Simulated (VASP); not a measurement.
A run of VASP 6.6.1:

The input INCAR:

```
PREC = Accurate ; ENCUT = 520
EDIFF = 1E-8 ; ISMEAR = -1
SIGMA = 0.15 ; LREAL = F
LASPH = T ; NELM = 100
ALGO = Fast ; ISIF = 2
LWAVE = F ; LCHARG = T
GGA = PS ; IBRION = 8
NSW = 1
```

The input KPOINTS:

```
regular mesh
0
Gamma
  14 14 14
```

The input POSCAR:

```
Al2Cu
1.0
   -2.0384850441      2.0384850441      2.8828531960
    2.0384850441     -2.0384850441      2.8828531960
    2.0384850441      2.0384850441     -2.8828531960
Al Cu
2 1
Direct
    0.7500000000      0.2500000000      0.5000000000
    0.2500000000      0.7500000000      0.5000000000
    0.5000000000      0.5000000000      0.0000000000
```

Potentials or basis: VASP PAW PBE potentials, release 64 (Al, Cu).

Run with:

```console
$ cat potpaw_PBE.64/Al/POTCAR potpaw_PBE.64/Cu/POTCAR > POTCAR
$ mpirun -np 1 vasp_std > vasp.out
```

Hardware: 1 thread of Oxide Virtual Turin-like Processor (shared host).

Estimate the wall time of this run.

Wall time 31 min on 1 thread of Oxide Virtual Turin-like Processor, on a shared host, peak memory 0.92 GiB. Counts: scf iterations 62, k points 104.
